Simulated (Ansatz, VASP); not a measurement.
**Sn3PbS4: VASP beside Ansatz**

```
Sn Pb S
1.0
     4.20058    0.00000    0.00000
     0.00000    4.20058    0.00000
     0.00000    0.00000   11.88103
Sn Pb S
3 1 4
Direct
  0.00000 0.00000 0.75000
  0.50000 0.50000 0.00000
  0.00000 0.00000 0.25000
  0.50000 0.50000 0.50000
  0.00000 0.00000 0.00000
  0.50000 0.50000 0.25000
  0.00000 0.00000 0.50000
  0.50000 0.50000 0.75000
```

Alike in both runs: task single point; functional PBE; k mesh 4 × 4 × 2; occupations gaussian, width 0.1 eV; no spin polarisation.

|  | VASP | Ansatz |
| --- | --- | --- |
| version | VASP 6.6.1 | Ansatz 0.2.0 |
| potentials or method | VASP PAW PBE potentials, release 64 (Sn_d, Pb_d, S), cutoff 520 eV | scalar-relativistic, plane waves, PAW |
| valence electrons in the cell | 80 | 80 |

```tsv
	VASP	Ansatz	Ansatz less VASP
gap on the k mesh at the Fermi level (eV)	none	none	-
pressure (GPa)	-1.6	-1.5	+0.06
traceless stress, the component that is largest in VASP (GPa)	-0.07	-0.07	0.000
rms of the force components (eV/Å)	0.060	0.061	+0.0003
```

Atom by atom the forces differ by 0.000 eV/Å (rms over components). A gap of «none» marks a metal or a gap that the smearing closes.

The k mesh is coarse, so the values compare programs but aren't converged. Neither program's run includes spin-orbit coupling.
